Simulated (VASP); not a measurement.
# BAs (F-43m) in VASP: settings compared

BAs is run at these levels: RPBE+D4, revPBE+D3(BJ), revPBE+D4; tasks: single point.

All numbers are computed with VASP 6.6.1; they aren't measurements. Logs are shortened: lines on timing, memory, paths and dates and some standing lists are left out, and cuts for length are marked.

**1. The cell of the first run**

It takes space group F-43m (No. 216, cubic). The conventional cell has a = 4.722 Å, b = 4.722 Å, c = 4.722 Å, α = 90.00°, β = 90.00°, γ = 90.00°. Within 2.7 Å of As (site symmetry -43m) lie 4 B at 2.04 Å. B (site symmetry -43m) has 4 As at 2.04 Å within 2.7 Å.

**2. Single point, RPBE+D4**

The input, INCAR:

```
SYSTEM = BAs
ALGO = Normal ; EDIFF = 1E-6
ENCUT = 520 ; GGA = RP
ISIF = 2 ; ISMEAR = -1
IVDW = 13 ; LASPH = .True.
LCHARG = .False. ; LREAL = .False.
LWAVE = .False. ; NBANDS = 11
NELM = 80 ; PREC = Accurate
SIGMA = 0.05
```

The input, KPOINTS:

```
k-points
0
Gamma
  10 10 10
  0 0 0
```

The input, POSCAR:

```
BAs
1.0
    0.0000000000      2.3609965369      2.3609965369
    2.3609965369      0.0000000000      2.3609965369
    2.3609965369      2.3609965369      0.0000000000
As B
1 1
Direct
    0.7500000000      0.7500000000      0.7500000000
    0.0000000000      0.0000000000      0.0000000000
```

Potentials or basis: VASP PAW PBE potentials, release 64 (As, B).

On the command line:

```
cat potpaw_PBE.64/As/POTCAR potpaw_PBE.64/B/POTCAR > POTCAR
mpirun -np 1 vasp_std > vasp.out
```

OUTCAR:

```text
SYSTEM = BAs
   EDIFF = 1E-6
   ENCUT = 520
   GGA = RP
   ISIF = 2
   ISMEAR = -1
   IVDW = 13
   LASPH = .True.
   LREAL = .False.
   NELM = 80
   PREC = Accurate

 ion  position               nearest neighbor table
   1  0.750  0.750  0.750-   2 2.04   2 2.04   2 2.04   2 2.04
   2  0.000  0.000  0.000-   1 2.04   1 2.04   1 2.04   1 2.04

  LATTYP: Found a face centered cubic cell.
 ALAT       =     4.7219930738

  Lattice vectors:

 A1 = (   0.0000000000,   2.3609965369,   2.3609965369)
 A2 = (   2.3609965369,   0.0000000000,   2.3609965369)
 A3 = (   2.3609965369,   2.3609965369,   0.0000000000)

Analysis of symmetry for initial positions (statically):
=====================================================================
 Subroutine PRICEL returns:
 Original cell was already a primitive cell.

 Routine SETGRP: Setting up the symmetry group for a
 face centered cubic supercell.

 Subroutine GETGRP returns: Found 24 space group operations
 (whereof 24 operations were pure point group operations)
 out of a pool of 48 trial point group operations.

The static configuration has the point symmetry T_d .

Analysis of symmetry for dynamics (positions and initial velocities):
=====================================================================
 Subroutine PRICEL returns:
 Original cell was already a primitive cell.

 Routine SETGRP: Setting up the symmetry group for a
 face centered cubic supercell.

 Subroutine GETGRP returns: Found 24 space group operations
 (whereof 24 operations were pure point group operations)
 out of a pool of 48 trial point group operations.

The dynamic configuration has the point symmetry T_d .

 Subroutine INISYM returns: Found 24 space group operations
 (whereof 24 operations are pure point group operations),
 and found     1 'primitive' translations

----------------------------------------------------------------------------------------

                                     Primitive cell

  volume of cell :      26.3218

  direct lattice vectors                    reciprocal lattice vectors
     0.000000000  2.360996537  2.360996537    -0.211774982  0.211774982  0.211774982
     2.360996537  0.000000000  2.360996537     0.211774982 -0.211774982  0.211774982
     2.360996537  2.360996537  0.000000000     0.211774982  0.211774982 -0.211774982

  length of vectors
     3.338953323  3.338953323  3.338953323     0.366805029  0.366805029  0.366805029

  position of ions in fractional coordinates (direct lattice)
     0.750000000  0.750000000  0.750000000
     0.000000000  0.000000000  0.000000000

  ion indices of the primitive-cell ions
   primitive index   ion index
                 1           1
                 2           2

----------------------------------------------------------------------------------------

 KPOINTS: k-points

Automatic generation of k-mesh.
 Grid dimensions read from file:
 generate k-points for:   10   10   10

 Generating k-lattice:

  Cartesian coordinates                     Fractional coordinates (reciprocal lattice)
    -0.021177498  0.021177498  0.021177498     0.100000000  0.000000000  0.000000000
     0.021177498 -0.021177498  0.021177498     0.000000000  0.100000000  0.000000000
     0.021177498  0.021177498 -0.021177498     0.000000000  0.000000000  0.100000000

  Length of vectors
     0.036680503  0.036680503  0.036680503

  Shift w.r.t. Gamma in fractional coordinates (k-lattice)
     0.000000000  0.000000000  0.000000000

 Subroutine IBZKPT returns following result:
 ===========================================

 Found     47 irreducible k-points:

 Following reciprocal coordinates:
            Coordinates               Weight
  0.000000  0.000000  0.000000      1.000000
  0.100000  0.000000  0.000000      8.000000
  0.200000  0.000000  0.000000      8.000000
  0.300000  0.000000  0.000000      8.000000
  0.400000  0.000000  0.000000      8.000000
  0.500000  0.000000  0.000000      4.000000
[... 16 lines left out ...]
  0.300000  0.300000  0.000000      6.000000
  0.400000  0.300000  0.000000     24.000000
 [... further k-points ...]
   k-points           NKPTS =     47   k-points in BZ     NKDIM =     47   number of bands    NBANDS=     11
   number of dos      NEDOS =    301   number of ions     NIONS =      2
   total plane-waves  NPLWV =  21952
   dimension x,y,z NGX =    28 NGY =   28 NGZ =   28
   dimension x,y,z NGXF=    56 NGYF=   56 NGZF=   56
   ions per type =               1   1
   NGX,Y,Z   is equivalent  to a cutoff of  13.94, 13.94, 13.94 a.u.
   NGXF,Y,Z  is equivalent  to a cutoff of  27.88, 27.88, 27.88 a.u.
 SYSTEM =  BAs
   PREC   = accura    normal or accurate (medium, high low for compatibility)
   ISTART =      0    job   : 0-new  1-cont  2-samecut
   ICHARG =      2    charge: 1-file 2-atom 10-const
   ISPIN  =      1    spin polarized calculation?
   LNONCOLLINEAR =      F non collinear calculations
   LSORBIT =      F    spin-orbit coupling
   LASPH  =      T    aspherical Exc in radial PAW
   ENCUT  =  520.0 eV  38.22 Ry    6.18 a.u.   6.21  6.21  6.21*2*pi/ulx,y,z
   NELM   =     80;   NELMIN=  2; NELMDL= -5     # of ELM steps
   EDIFF  = 0.1E-05   stopping-criterion for ELM
   LREAL  =      F    real-space projection
   EDIFFG = 0.1E-04   stopping-criterion for IOM
   NSW    =      0    number of steps for IOM
   IBRION =     -1    ionic relax: 0-MD 1-quasi-New 2-CG
   NFREE  =      0    steps in history (QN), initial steepest desc. (CG)
   ISIF   =      2    stress and relaxation
   ISYM   =      2    0-nonsym 1-usesym 2-fastsym
   POTIM  = 0.5000    time-step for ionic-motion
   TEBEG  =    0.0;   TEEND  =   0.0 temperature during run
   PSTRESS=    0.0 pullay stress
   NELECT =       8.0000    total number of electrons
   NUPDOWN=      -1.0000    fix difference up-down
   EMIN   =  10.00;   EMAX   =-10.00  energy-range for DOS
   EFERMI =   0.00;   METHOD = LEGACY
   ISMEAR =    -1;   SIGMA  =   0.05  broadening in eV -4-tet -1-fermi 0-gaus
   EFERMI_NEDOS =   21; number of points for ismear=-14 and -15
   IALGO  =     38    algorithm
   IMIX   =      4    mixing-type and parameters
     AMIX     =   0.40;   BMIX     =  1.00
     AMIX_MAG =   1.60;   BMIX_MAG =  1.00
  volume/ion in A,a.u.               =      13.16        88.81
  Fermi-wavevector in a.u.,A,eV,Ry     =   1.100693  2.080008 16.483795  1.211525
  Thomas-Fermi vector in A             =   2.237108
   LORBIT       =      0    0 simple, 1 ext, 2 COOP (PROOUT), +10 PAW based schemes
   GGA     = RP    functional components
   LHFCALC =     F    Hartree Fock is set to
   AEXX    =    0.0000 exact exchange contribution
   IVDW    =    13    specifies the selected vdW correction
   LEPSILON=     F    determine dielectric tensor
   LRPA    =     F    only Hartree local field effects (RPA)
 non-spin polarized calculation
  energy-cutoff  :      520.00
  volume of cell :       26.32
 maximum number of plane-waves:       725
 NGX is ok and might be reduce to    28
   NGX = 13   NGY = 13   NGZ = 13

 number of electron       8.0000000 magnetization

 Free energy of the ion-electron system (eV)
  ---------------------------------------------------
  ext. energy  EPLUGINS =         0.00000000
  ---------------------------------------------------
  free energy    TOTEN  =       -10.67636724 eV

  energy without entropy =      -10.67636715  energy(sigma->0) =      -10.67636719

 E-fermi :   7.1865     XC(G=0): -10.6559

 val. band max:        6.6208225187   @ k =   0.0000   0.0000   0.0000
 cond. band min:       7.7868687177   @ k =   0.4000   0.4000   0.0000
 fundamental gap:      1.1660461990
 Fermi energy:         7.1864551595

 k-point     1 :       0.0000    0.0000    0.0000
  band No.  band energies     occupation
      1      -9.1083      2.00000
      2       6.6208      1.99998
      3       6.6208      1.99998
      4       6.6208      1.99998
      5       9.9400      0.00000
      6       9.9400      0.00000
      7       9.9400      0.00000
      8      11.7779      0.00000
      9      16.5175      0.00000
     10      19.6466      0.00000
     11      19.6466      0.00000

 k-point     2 :       0.1000    0.0000    0.0000
  band No.  band energies     occupation
      1      -8.9386      2.00000
      2       5.1995      2.00000
      3       6.3057      2.00000
      4       6.3057      2.00000
      5      10.1711      0.00000
      6      10.3541      0.00000
      7      10.3541      0.00000
      8      12.5750      0.00000
      9      17.1843      0.00000
     10      18.5699      0.00000
     11      18.5699      0.00000

 k-point     3 :       0.2000    0.0000    0.0000
  band No.  band energies     occupation
      1      -8.4375      2.00000
      2       2.7743      2.00000
      3       5.7093      2.00000
      4       5.7093      2.00000
      5      10.0200      0.00000
      6      11.0921      0.00000
      7      11.0921      0.00000
      8      14.1352      0.00000
      9      17.8429      0.00000
     10      17.8429      0.00000
     11      18.1664      0.00000

 k-point     4 :       0.3000    0.0000    0.0000
  band No.  band energies     occupation
      1      -7.6398      2.00000
      2       0.4139      2.00000
      3       5.1843      2.00000
      4       5.1843      2.00000
      5       9.7685      0.00000
      6      11.4859      0.00000
      7      11.4859      0.00000
      8      15.3278      0.00000
      9      18.2891      0.00000
     10      18.3320      0.00000
     11      18.3320      0.00000
[... 239 lines left out ...]
 k-point    22 :      -0.2000    0.2000    0.0000
  band No.  band energies     occupation
      1      -7.3666      2.00000
      2       1.0448      2.00000
      3       2.3959      2.00000
      4       5.2810      2.00000
      5      10.6996      0.00000
      6      11.8340      0.00000
      7      12.8056      0.00000
      8      13.8497      0.00000
      9      16.5407      0.00000
     10      19.5722      0.00000
     11      21.2457      0.00000

 k-point    23 :       0.3000    0.3000    0.0000
  band No.  band energies     occupation
      1      -7.1232      2.00000
      2       1.3426      2.00000
      3       3.3069      2.00000
      4       3.3069      2.00000
      5       8.0168      0.00000
      6      10.3236      0.00000
      7      15.3241      0.00000
      8      15.3241      0.00000
      9      18.0054      0.00000
     10      21.8363      0.00000
     11      22.2146      0.00000

 k-point    24 :       0.4000    0.3000    0.0000
  band No.  band energies     occupation
      1      -6.3628      2.00000
      2       0.0472      2.00000
      3       2.4945      2.00000
      4       3.0006      2.00000
      5       8.3233      0.00000
      6      10.0571      0.00000
      7      15.7423      0.00000
      8      15.9478      0.00000
      9      19.0737      0.00000
     10      22.6773      0.00000
     11      22.9786      0.00000

 [... further k-points ...]

------------------------ aborting loop because EDIFF is reached ----------------------------------------

  DFT-D4 for vdW energy calculation

  Edisp (eV):   -1.62837

  FORCE on cell =-STRESS in cart. coord.  units (eV):
  Direction    XX          YY          ZZ          XY          YZ          ZX
  --------------------------------------------------------------------------------------
  -------------------------------------------------------------------------------------
  Total       0.10869     0.10869     0.10869    -0.00000     0.00000     0.00000
  in kB       6.61586     6.61586     6.61586    -0.00000     0.00000     0.00000
  external pressure =        6.62 kB  Pullay stress =        0.00 kB

 VOLUME and BASIS-vectors are now :
 -----------------------------------------------------------------------------
  energy-cutoff  :      520.00
  volume of cell :       26.32
      direct lattice vectors                 reciprocal lattice vectors
     0.000000000  2.360996537  2.360996537    -0.211774982  0.211774982  0.211774982
     2.360996537  0.000000000  2.360996537     0.211774982 -0.211774982  0.211774982
     2.360996537  2.360996537  0.000000000     0.211774982  0.211774982 -0.211774982

 POSITION                                       TOTAL-FORCE (eV/Angst)
 -----------------------------------------------------------------------------------
      3.54149      3.54149      3.54149        -0.000000      0.000000     -0.000000
      0.00000      0.00000      0.00000         0.000000     -0.000000      0.000000
 -----------------------------------------------------------------------------------
    total drift:                                0.000000      0.000000      0.000000

  FREE ENERGIE OF THE ION-ELECTRON SYSTEM (eV)
  ---------------------------------------------------
  free  energy   TOTEN  =       -12.3047366423 eV

  energy  without entropy=      -12.3047365470  energy(sigma->0) =      -12.30473659
```

Wall time 9.2 s (1 thread of Intel Xeon Platinum 8559C (Emerald Rapids), shared host); peak memory 0.16 GiB.

Results:

```yaml
Free_energy: -12.3047 eV
Pressure: 0.7 GPa
Band_gap_on_the_k_mesh: 1.17 eV, indirect (least direct gap 3.32 eV)
Dispersion_energy_per_atom: -0.814 eV
```

Caveat: the PAW data sets were made with another functional, which shifts forces and pressure a little.

**3. Single point, revPBE+D3(BJ)**

This run uses another cell than the first one, of 13.33 Å³/atom, 1.013 times its volume.

The input, INCAR:

```
  PREC = Accurate
  ENCUT = 520
  EDIFF = 1E-6
  ISMEAR = -1
  SIGMA = 0.05
  LREAL = F
  LASPH = T
  NELM = 80
  ALGO = Normal
  ISIF = 2
  LWAVE = F
  LCHARG = F
  GGA = RE
  IVDW = 12
  NBANDS = 11
```

The input, KPOINTS:

```
regular mesh
0
Gamma
  10 10 10
```

The input, POSCAR:

```
BAs
1.0
    0.0000000000      2.3710881737      2.3710881737
    2.3710881737      0.0000000000      2.3710881737
    2.3710881737      2.3710881737      0.0000000000
As B
1 1
Direct
    0.7500000000      0.7500000000      0.7500000000
    0.0000000000      0.0000000000      0.0000000000
```

Potentials or basis: VASP PAW PBE potentials, release 64 (As, B).

On the command line:

```
cat potpaw_PBE.64/As/POTCAR potpaw_PBE.64/B/POTCAR > POTCAR
mpirun -np 1 vasp_std > vasp.out
```

Run time: 9.9 s. Hardware: 1 thread of Intel Xeon Platinum 8559C (Emerald Rapids), shared host; peak memory 0.16 GiB.

Results (log left out):

- Free energy: -12.1546 eV
- Pressure: 0.7 GPa
- Band gap on the k mesh: 1.17 eV, indirect (least direct gap 3.30 eV)
- Dispersion energy per atom: -0.666 eV

Levels at points of the mesh, in eV from the valence-band top:
| k point | band 1 | band 2 | band 3 | band 4 | band 5 | band 6 | band 7 | band 8 | band 9 |
| --- | --- | --- | --- | --- | --- | --- | --- | --- | --- |
| (0.00, 0.00, 0.00) | -15.61 | 0.00 | 0.00 | 0.00 | 3.30 | 3.30 | 3.30 | 4.98 | 9.79 |
| (0.50, 0.00, 0.00) | -12.65 | -8.96 | -1.86 | -1.86 | 2.83 | 4.81 | 4.81 | 8.97 | 12.99 |
| (0.50, 0.50, 0.00) | -11.29 | -8.69 | -4.18 | -4.18 | 1.40 | 1.46 | 11.63 | 11.63 | 13.16 |

Caveat: the PAW data sets were made with another functional, which shifts forces and pressure a little. A k mesh can miss the band edges.

**4. Single point, revPBE+D4**

This run uses another cell than the first one, of 13.22 Å³/atom, 1.004 times its volume.

The input, INCAR:

```
SYSTEM = BAs
  PREC = Accurate
  ENCUT = 520
  EDIFF = 1E-6
  ISMEAR = -1
  SIGMA = 0.05
  LREAL = .False.
  LASPH = .True.
  NELM = 60
  ALGO = Normal
  ISIF = 2
  LWAVE = .False.
  LCHARG = .True.
  GGA = RE
  IVDW = 13
  LELF = .True.
  LVHAR = .True.
  NBANDS = 11
```

The input, KPOINTS:

```
Automatic mesh
0
Gamma
  10 10 10
  0 0 0
```

The input, POSCAR:

```
BAs
1.0
    0.0000000000      2.3643003116      2.3643003116
    2.3643003116      0.0000000000      2.3643003116
    2.3643003116      2.3643003116      0.0000000000
As B
1 1
Direct
    0.7500000000      0.7500000000      0.7500000000
    0.0000000000      0.0000000000      0.0000000000
```

On the command line:

```
cat potpaw_PBE.64/As/POTCAR potpaw_PBE.64/B/POTCAR > POTCAR
mpirun -np 1 vasp_std > vasp.out
```

Wall time 9.9 s (1 thread of Intel Xeon Platinum 8559C (Emerald Rapids), shared host); peak memory 0.16 GiB.

The run converged. Its results:

| Item | Value |
| --- | --- |
| Free energy | -12.2638 eV |
| Pressure | 0.7 GPa |
| Band gap on the k mesh | 1.16 eV, indirect (least direct gap 3.31 eV) |
| Dispersion energy per atom | -0.727 eV |

Levels at points of the mesh, in eV from the valence-band top:
```
           k point  band 1  band 2  band 3  band 4  band 5  band 6  band 7  band 8
(0.00, 0.00, 0.00)  -15.69    0.00    0.00    0.00    3.31    3.31    3.31    5.09
(0.50, 0.00, 0.00)  -12.70   -9.03   -1.88   -1.88    2.88    4.81    4.81    8.99
(0.50, 0.50, 0.00)  -11.32   -8.74   -4.22   -4.22    1.39    1.45   11.71   11.71
```

Caveat: the PAW data sets were made with another functional, which shifts forces and pressure a little.

**5. Overview**

```csv
level,cell,gap on the mesh (eV),pressure (GPa)
RPBE+D4,"a = 3.339 Å, angles 60.0°, 2 atoms",1.17,0.7
revPBE+D3(BJ),"a = 3.353 Å, angles 60.0°, 2 atoms",1.17,0.7
revPBE+D4,"a = 3.344 Å, angles 60.0°, 2 atoms",1.16,0.7
```

Alike in all rows: task single point; potentials or basis VASP PAW PBE potentials, release 64 (As, B); no spin polarisation; k mesh 10 × 10 × 10; cutoff (eV) 520; smearing fermi-dirac 0.05 eV.

Caveats: the PAW data sets were made with another functional, which shifts forces and pressure a little.

Absolute energies hang on the potentials; compare differences alone.
